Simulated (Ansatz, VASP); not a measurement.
**Two plane-wave programs on Sb**

The input INCAR:

```
SYSTEM = Sb
  PREC = Accurate
  ENCUT = 500
  EDIFF = 1E-6
  ISMEAR = -1
  SIGMA = 0.1
  LREAL = .False.
  LASPH = .True.
  NELM = 120
  ALGO = Normal
  ISIF = 2
  LWAVE = .False.
  LCHARG = .True.
  GGA = RE
  LELF = .True.
  LVHAR = .True.
  NBANDS = 8
  GGA_COMPAT = .False.
```

The input KPOINTS:

```
Automatic mesh
0
Gamma
  11 11 11
  0 0 0
```

Contents of POSCAR:

```
Sb
1.0
    2.9925291630      0.0000000000      0.0000000000
    0.0000000000      2.9925291630      0.0000000000
    0.0000000000      0.0000000000      2.9925291630
Sb
1
Direct
    0.0000000000      0.0000000000      0.0000000000
```

Input for Ansatz:

```yaml
crystal:
  lattice:
    - [2.992529163, 0.0, 0.0]
    - [0.0, 2.992529163, 0.0]
    - [0.0, 0.0, 2.992529163]
  atoms:
    - { symbol: Sb, position: [0.0, 0.0, 0.0] }
hamiltonian:
  xc: revpbe
  pseudopotentials:
    kind: paw
    azcp:
      Sb: "pseudopotentials/Sb.paw.azcp"
basis:
  ecutwfc: 420
  fft_grid_basis: typed
kpoints:
  mp_grid: { grid: [11, 11, 11], shift: [0, 0, 0] }
magnetization:
  spin_polarized: false
scf:
  occupations: { method: fermi_dirac, width: 0.1 }
  lower_state_search: "off"
output:
  stress: true
```

Alike in both runs: task single point; functional revPBE; k mesh 11 × 11 × 11; occupations fermi-dirac, width 0.1 eV; no spin polarisation.

|  | VASP | Ansatz |
| --- | --- | --- |
| version | VASP 6.6.1 | Ansatz 0.2.0 |
| potentials or method | VASP PAW PBE potentials, release 64 (Sb), cutoff 500 eV | plane waves (420 eV) with PAW, scalar-relativistic |
| valence electrons in the cell | 5 | 15 |

```csv
,VASP,Ansatz,Ansatz less VASP
pressure (GPa),9.3,9.3,0.00
```

VASP's potentials were made for PBE, not for revPBE. The functional is the same, so the differences come from potentials, cutoffs and numerics. VASP's potentials hold 5 valence electrons a cell and Ansatz's 15, so a difference there can come from the potentials and not from the codes.

Spin-orbit coupling is off throughout.
